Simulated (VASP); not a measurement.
# W in VASP: single point with PBE

Aim: the single point of W with PBE.

All numbers are computed with VASP 6.6.1; they aren't measurements. Logs are shortened: lines on timing, memory, paths and dates and some standing lists are left out, and cuts for length are marked.

## (1) The cell of the first run

The cell holds a slab with vacuum, 6 atoms: a = 3.183 Å, b = 3.183 Å, c = 23.959 Å, α = 90.00°, β = 90.00°, γ = 90.00°.

## (2) Single point, PBE

Contents of POSCAR:

```
W
1.0
    3.1834185691      0.0000000000      0.0000000000
    0.0000000000      3.1834185691      0.0000000000
    0.0000000000      0.0000000000     23.9585000000
W
6
Direct
    0.2500000000      0.2500000000      0.3339097518
    0.7500000000      0.7500000000      0.4003458511
    0.2500000000      0.2500000000      0.4667819504
    0.7500000000      0.7500000000      0.5332180496
    0.2500000000      0.2500000000      0.5996541489
    0.7500000000      0.7500000000      0.6660902482
```

Contents of INCAR.step1:

```
SYSTEM = W
PREC = Accurate
ENCUT = 400
EDIFF = 1E-6
ISMEAR = -1
SIGMA = 0.08
LREAL = .FALSE.
LASPH = .TRUE.
NELM = 120
ALGO = Normal
ISIF = 2
LWAVE = .FALSE.
LCHARG = .TRUE.
LMAXMIX = 4
LDIPOL = .TRUE.
IDIPOL = 3
DIPOL = 0.5 0.5 0.500
GGA = PE
NBANDS = 51
GGA_COMPAT = .FALSE.
NEDOS = 2001
LORBIT = 11
NELMDL = -8
```

Contents of KPOINTS.step1:

```
regular mesh
0
G
  11 11 1
  0 0 0
```

Contents of INCAR.step2:

```
SYSTEM = W
PREC = Accurate
ENCUT = 400
EDIFF = 1E-6
ISMEAR = -5
SIGMA = 0.08
LREAL = .FALSE.
LASPH = .TRUE.
NELM = 120
ALGO = Normal
ISIF = 2
LWAVE = .FALSE.
LCHARG = .FALSE.
LMAXMIX = 4
LDIPOL = .TRUE.
IDIPOL = 3
DIPOL = 0.5 0.5 0.500
GGA = PE
LORBIT = 11
NBANDS = 51
NEDOS = 1001
ICHARG = 11
GGA_COMPAT = .FALSE.
NELMDL = -8
```

Contents of KPOINTS.step2:

```
regular mesh
0
G
  17 17 1
  0 0 0
```

Potentials or basis: VASP PAW PBE potentials, release 64 (W_sv).

Launch:

```
$ cat potpaw_PBE.64/W_sv/POTCAR > POTCAR
$ cp INCAR.step1 INCAR
$ cp KPOINTS.step1 KPOINTS
$ mpirun -np 1 vasp_std > vasp.out
$ cp INCAR.step2 INCAR
$ cp KPOINTS.step2 KPOINTS
$ mpirun -np 1 vasp_std > vasp.out
```

OUTCAR:

```text
SYSTEM = W
   PREC = Accurate
   ENCUT = 400
   EDIFF = 1E-6
   ISMEAR = -5
   LREAL = .FALSE.
   LASPH = .TRUE.
   NELM = 120
   ISIF = 2
   GGA = PE
   LORBIT = 11
   ICHARG = 11
   NELMDL = -8

 ion  position               nearest neighbor table
   1  0.250  0.250  0.334-   2 2.76   2 2.76   2 2.76   2 2.76   3 3.18
   2  0.750  0.750  0.400-   1 2.76   3 2.76   1 2.76   3 2.76   1 2.76   3 2.76   1 2.76   3 2.76
                             4 3.18
   3  0.250  0.250  0.467-   4 2.76   4 2.76   4 2.76   4 2.76   2 2.76   2 2.76   2 2.76   2 2.76
                             5 3.18   1 3.18
   4  0.750  0.750  0.533-   3 2.76   3 2.76   3 2.76   3 2.76   5 2.76   5 2.76   5 2.76   5 2.76
                             2 3.18   6 3.18
   5  0.250  0.250  0.600-   4 2.76   6 2.76   4 2.76   6 2.76   4 2.76   6 2.76   4 2.76   6 2.76
                             3 3.18
   6  0.750  0.750  0.666-   5 2.76   5 2.76   5 2.76   5 2.76   4 3.18

  LATTYP: Found a simple tetragonal cell.
 ALAT       =     3.1834185691
 C/A-ratio  =     7.5260288523

  Lattice vectors:

 A1 = (   3.1834185691,   0.0000000000,   0.0000000000)
 A2 = (   0.0000000000,   3.1834185691,   0.0000000000)
 A3 = (   0.0000000000,   0.0000000000,  23.9585000000)

Analysis of symmetry for initial positions (statically):
=====================================================================
 Subroutine PRICEL returns:
 Original cell was already a primitive cell.

 Routine SETGRP: Setting up the symmetry group for a
 simple tetragonal supercell.

 Subroutine GETGRP returns: Found 16 space group operations
 (whereof  4 operations were pure point group operations)
 out of a pool of 16 trial point group operations.

The static configuration has the point symmetry C_2h.
 The point group associated with its full space group is D_4h.

Analysis of symmetry for dynamics (positions and initial velocities):
=====================================================================
 Subroutine PRICEL returns:
 Original cell was already a primitive cell.

 Routine SETGRP: Setting up the symmetry group for a
 simple tetragonal supercell.

 Subroutine GETGRP returns: Found 16 space group operations
 (whereof  4 operations were pure point group operations)
 out of a pool of 16 trial point group operations.

The dynamic configuration has the point symmetry C_2h.
 The point group associated with its full space group is D_4h.

 Subroutine INISYM returns: Found 16 space group operations
 (whereof  4 operations are pure point group operations),
 and found     1 'primitive' translations

----------------------------------------------------------------------------------------

                                     Primitive cell

  volume of cell :     242.7991

  direct lattice vectors                    reciprocal lattice vectors
     3.183418569  0.000000000  0.000000000     0.314127715  0.000000000  0.000000000
     0.000000000  3.183418569  0.000000000     0.000000000  0.314127715  0.000000000
     0.000000000  0.000000000 23.958500000     0.000000000  0.000000000  0.041738840

  length of vectors
     3.183418569  3.183418569 23.958500000     0.314127715  0.314127715  0.041738840

  position of ions in fractional coordinates (direct lattice)
     0.250000000  0.250000000  0.333909752
     0.750000000  0.750000000  0.400345851
     0.250000000  0.250000000  0.466781950
     0.750000000  0.750000000  0.533218050
     0.250000000  0.250000000  0.599654149
     0.750000000  0.750000000  0.666090248

  ion indices of the primitive-cell ions
   primitive index   ion index
                 1           1
                 2           2
                 3           3
                 4           4
                 5           5
                 6           6

----------------------------------------------------------------------------------------

 KPOINTS: regular mesh

Automatic generation of k-mesh.
 Grid dimensions read from file:
 generate k-points for:   17   17    1

 Generating k-lattice:

  Cartesian coordinates                     Fractional coordinates (reciprocal lattice)
     0.018478101  0.000000000  0.000000000     0.058823529  0.000000000  0.000000000
     0.000000000  0.018478101  0.000000000     0.000000000  0.058823529  0.000000000
     0.000000000  0.000000000  0.041738840     0.000000000  0.000000000  1.000000000

  Length of vectors
     0.018478101  0.018478101  0.041738840

  Shift w.r.t. Gamma in fractional coordinates (k-lattice)
     0.000000000  0.000000000  0.000000000

 TETIRR: Found    415 inequivalent tetrahedra from     1734

 Subroutine IBZKPT returns following result:
 ===========================================

 Found     45 irreducible k-points:

 Following reciprocal coordinates:
            Coordinates               Weight
  0.000000  0.000000  0.000000      1.000000
  0.058824  0.000000  0.000000      4.000000
  0.117647  0.000000  0.000000      4.000000
  0.176471  0.000000  0.000000      4.000000
  0.235294  0.000000  0.000000      4.000000
  0.294118  0.000000  0.000000      4.000000
[... 16 lines left out ...]
  0.411765  0.117647  0.000000      8.000000
  0.470588  0.117647  0.000000      8.000000
 [... further k-points ...]
   k-points           NKPTS =     45   k-points in BZ     NKDIM =     45   number of bands    NBANDS=     51
   number of dos      NEDOS =   1001   number of ions     NIONS =      6
   total plane-waves  NPLWV =  92160
   dimension x,y,z NGX =    24 NGY =   24 NGZ =  160
   dimension x,y,z NGXF=    48 NGYF=   48 NGZF=  320
   ions per type =               6
   NGX,Y,Z   is equivalent  to a cutoff of  12.53, 12.53, 11.10 a.u.
   NGXF,Y,Z  is equivalent  to a cutoff of  25.07, 25.07, 22.20 a.u.
 SYSTEM =  W
   PREC   = accura    normal or accurate (medium, high low for compatibility)
   ISTART =      0    job   : 0-new  1-cont  2-samecut
   ICHARG =     11    charge: 1-file 2-atom 10-const
   ISPIN  =      1    spin polarized calculation?
   LNONCOLLINEAR =      F non collinear calculations
   LSORBIT =      F    spin-orbit coupling
   LASPH  =      T    aspherical Exc in radial PAW
   ENCUT  =  400.0 eV  29.40 Ry    5.42 a.u.   5.19  5.19 39.07*2*pi/ulx,y,z
   NELM   =    120;   NELMIN=  2; NELMDL= -8     # of ELM steps
   EDIFF  = 0.1E-05   stopping-criterion for ELM
   LREAL  =      F    real-space projection
   EDIFFG = 0.1E-04   stopping-criterion for IOM
   NSW    =      0    number of steps for IOM
   IBRION =     -1    ionic relax: 0-MD 1-quasi-New 2-CG
   NFREE  =      0    steps in history (QN), initial steepest desc. (CG)
   ISIF   =      2    stress and relaxation
   ISYM   =      2    0-nonsym 1-usesym 2-fastsym
   POTIM  = 0.5000    time-step for ionic-motion
   TEBEG  =    0.0;   TEEND  =   0.0 temperature during run
   PSTRESS=    0.0 pullay stress
   NELECT =      84.0000    total number of electrons
   NUPDOWN=      -1.0000    fix difference up-down
   EMIN   =  10.00;   EMAX   =-10.00  energy-range for DOS
   EFERMI =   0.00;   METHOD = LEGACY
   ISMEAR =    -5;   SIGMA  =   0.08  broadening in eV -4-tet -1-fermi 0-gaus
   EFERMI_NEDOS =   21; number of points for ismear=-14 and -15
   IALGO  =     38    algorithm
   IMIX   =      4    mixing-type and parameters
     AMIX     =   0.40;   BMIX     =  1.00
     AMIX_MAG =   1.60;   BMIX_MAG =  1.00
  volume/ion in A,a.u.               =      40.47       273.08
  Fermi-wavevector in a.u.,A,eV,Ry     =   1.149262  2.171789 17.970605  1.320802
  Thomas-Fermi vector in A             =   2.285932
   LORBIT       =     11    0 simple, 1 ext, 2 COOP (PROOUT), +10 PAW based schemes
   GGA     = PE    functional components
   LHFCALC =     F    Hartree Fock is set to
   AEXX    =    0.0000 exact exchange contribution
   IVDW    =     0    specifies the selected vdW correction
   LEPSILON=     F    determine dielectric tensor
   LRPA    =     F    only Hartree local field effects (RPA)
 non-spin polarized calculation
 Fermi weights with tetrahedron method with Bloechl corrections
  energy-cutoff  :      400.00
  volume of cell :      242.80
 maximum number of plane-waves:      4443
 NGX is ok and might be reduce to    24

 number of electron      83.9999980 magnetization

 dipolmoment           0.000000      0.000000     -0.000000 electrons x Angstroem

 Free energy of the ion-electron system (eV)
  ---------------------------------------------------
  ext. energy  EPLUGINS =         0.00000000
  ---------------------------------------------------
  free energy    TOTEN  =       -72.31130680 eV

  energy without entropy =      -72.31130680  energy(sigma->0) =      -72.31130680

 E-fermi :   1.9511     XC(G=0):  -6.4701

 val. band max:        1.9699518655   @ k =   0.3529   0.2353   0.0000
 cond. band min:       1.9545545668   @ k =   0.4706   0.2941   0.0000
 fundamental gap:     -0.0153972987
 Fermi energy:         1.9510690135

 k-point     1 :       0.0000    0.0000    0.0000
  band No.  band energies     occupation
      1     -72.0778      2.00000
      2     -72.0317      2.00000
      3     -71.9985      2.00000
      4     -71.9543      2.00000
      5     -71.8945      2.00000
      6     -71.8767      2.00000
[... 43 lines left out ...]
     50       4.2167      0.00000
     51       4.3056      0.00000

 k-point     2 :       0.0588    0.0000    0.0000
  band No.  band energies     occupation
      1     -72.0760      2.00000
      2     -72.0303      2.00000
      3     -71.9979      2.00000
      4     -71.9544      2.00000
      5     -71.8954      2.00000
      6     -71.8780      2.00000
[... 43 lines left out ...]
     50       3.8283      0.00000
     51       4.0359      0.00000

 k-point     3 :       0.1176    0.0000    0.0000
  band No.  band energies     occupation
      1     -72.0705      2.00000
      2     -72.0263      2.00000
      3     -71.9959      2.00000
      4     -71.9549      2.00000
      5     -71.8979      2.00000
      6     -71.8820      2.00000
[... 43 lines left out ...]
     50       3.7964      0.00000
     51       3.8042      0.00000
[... 1027 lines left out ...]
 k-point    23 :       0.4118    0.1176    0.0000
  band No.  band energies     occupation
      1     -72.0017      2.00000
      2     -71.9791      2.00000
      3     -71.9719      2.00000
      4     -71.9666      2.00000
      5     -71.9323      2.00000
      6     -71.9321      2.00000
[... 43 lines left out ...]
     50       3.9616      0.00000
     51       4.4894      0.00000

 k-point    24 :       0.4706    0.1176    0.0000
  band No.  band energies     occupation
      1     -71.9881      2.00000
      2     -71.9782      2.00000
      3     -71.9683      2.00000
      4     -71.9681      2.00000
      5     -71.9394      2.00000
      6     -71.9387      2.00000
[... 43 lines left out ...]
     50       3.9524      0.00000
     51       4.7210      0.00000

 [... further k-points ...]

------------------------ aborting loop because EDIFF is reached ----------------------------------------

 vacuum level on the upper side and lower side of the slab       (xc-potential included)        -0.340        -0.340

  FORCE on cell =-STRESS in cart. coord.  units (eV):
  Direction    XX          YY          ZZ          XY          YZ          ZX
  --------------------------------------------------------------------------------------
  -------------------------------------------------------------------------------------
  Total       -8.6942007     -8.6942007     -5.2566104      0.0000000      0.0000000     -0.0000000
  in kB      -57.3710936    -57.3710936    -34.6872009      0.0000000      0.0000000     -0.0000000
  external PRESSURE =     -49.8097960 kB  Pullay stress =       0.0000000 kB

 VOLUME and BASIS-vectors are now :
 -----------------------------------------------------------------------------
  energy-cutoff  :      400.00
  volume of cell :      242.80
      direct lattice vectors                 reciprocal lattice vectors
     3.183418569  0.000000000  0.000000000     0.314127715  0.000000000  0.000000000
     0.000000000  3.183418569  0.000000000     0.000000000  0.314127715  0.000000000
     0.000000000  0.000000000 23.958500000     0.000000000  0.000000000  0.041738840

 POSITION                                       TOTAL-FORCE (eV/Angst)
 -----------------------------------------------------------------------------------
      0.79585      0.79585      7.99998         0.000000     -0.000000      1.778526
      2.38756      2.38756      9.59169         0.000000      0.000000     -1.699028
      0.79585      0.79585     11.18340         0.000000     -0.000000      0.083853
      2.38756      2.38756     12.77510         0.000000     -0.000000     -0.083853
      0.79585      0.79585     14.36681        -0.000000      0.000000      1.699028
      2.38756      2.38756     15.95852         0.000000     -0.000000     -1.778526
 -----------------------------------------------------------------------------------
    total drift:                                0.000000      0.000000     -0.000000

  FREE ENERGIE OF THE ION-ELECTRON SYSTEM (eV)
  ---------------------------------------------------
  free  energy   TOTEN  =       -72.3113067986 eV

  energy  without entropy=      -72.3113067986  energy(sigma->0) =      -72.31130680

 vacuum level on the upper side and lower side of the slab         5.845         5.845

 total charge

# of ion       s       p       d       tot
------------------------------------------
    1        2.389   6.134   3.315  11.838
    2        2.404   6.311   3.324  12.039
    3        2.395   6.323   3.343  12.061
    4        2.395   6.323   3.343  12.061
    5        2.404   6.311   3.324  12.039
    6        2.389   6.134   3.315  11.838
--------------------------------------------------
tot         14.377  37.537  19.963  71.876
```

It took 11 min on 1 thread of AMD EPYC 9755, shared host; peak memory 0.39 GiB.

Results:

```
Valence electrons inside the program's atomic spheres : W 11.84, 12.04, 12.06 (each value once)
```

Caveat: spin-orbit coupling is left out, which moves the levels of the heavy elements.
